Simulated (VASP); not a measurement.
Here is a VASP 6.6.1 calculation.

POSCAR

```
Ti2O
1.0
    2.9523576876      0.0000000000      0.0000000000
   -1.4761788438      2.5568167585      0.0000000000
    0.0000000000      0.0000000000      4.8110115728
Ti O
2 1
Direct
    0.6666666667      0.3333333333      0.2685932630
    0.3333333333      0.6666666667      0.7314067370
    0.0000000000      0.0000000000      0.0000000000
```

Contents of INCAR.step1:

```
SYSTEM = Ti2O
PREC     = Accurate       ! precision mode
ENCUT    = 520            ! plane-wave cutoff, eV
ISMEAR   = 1              ! smearing method
SIGMA    = 0.1            ! smearing width, eV
LREAL    = .FALSE.        ! projectors in reciprocal space
LASPH    = .TRUE.         ! aspherical terms in the spheres
NELM     = 100            ! most SCF steps
NBANDS   = 22             ! bands
GGA      = PE             ! functional
ALGO     = Normal         ! electronic algorithm
EDIFF    = 1E-4           ! SCF threshold, eV
LWAVE    = .TRUE.         ! write WAVECAR
LCHARG   = .FALSE.        ! write CHGCAR
```

The input INCAR.step2:

```
SYSTEM = Ti2O
PREC     = Accurate       ! precision mode
ENCUT    = 520            ! plane-wave cutoff, eV
EDIFF    = 1E-6           ! SCF threshold, eV
ISMEAR   = 1              ! smearing method
SIGMA    = 0.1            ! smearing width, eV
LREAL    = .FALSE.        ! projectors in reciprocal space
LASPH    = .TRUE.         ! aspherical terms in the spheres
NELM     = 100            ! most SCF steps
ALGO     = Normal         ! electronic algorithm
ISIF     = 2              ! what is computed and relaxed
LWAVE    = .FALSE.        ! write WAVECAR
LCHARG   = .TRUE.         ! write CHGCAR
METAGGA  = R2SCAN         ! meta-GGA
LMIXTAU  = .TRUE.       
LELF     = .TRUE.         ! ELF
LVHAR    = .TRUE.       
NBANDS   = 22             ! bands
ISTART   = 1
```

File KPOINTS:

```
Automatic mesh
0
G
  13 13 7
  0 0 0
```

Potentials or basis: VASP PAW PBE potentials, release 64 (Ti_sv, O).

Launch:

```sh
$ cat potpaw_PBE.64/Ti_sv/POTCAR potpaw_PBE.64/O/POTCAR > POTCAR
$ cp INCAR.step1 INCAR
$ mpirun -np 1 vasp_std > vasp.out
$ cp INCAR.step2 INCAR
$ mpirun -np 1 vasp_std > vasp.out
```

(1) Estimate the largest force.

(2) What does it give for the band gap on the k mesh?

Results:

(1) 0.065 eV/Å.

(2) zero (band 15 reaches 10.57 eV, above the bottom of band 16 at 9.67 eV).

Caveat: the PAW data sets were made with another functional, which shifts forces and pressure a little.
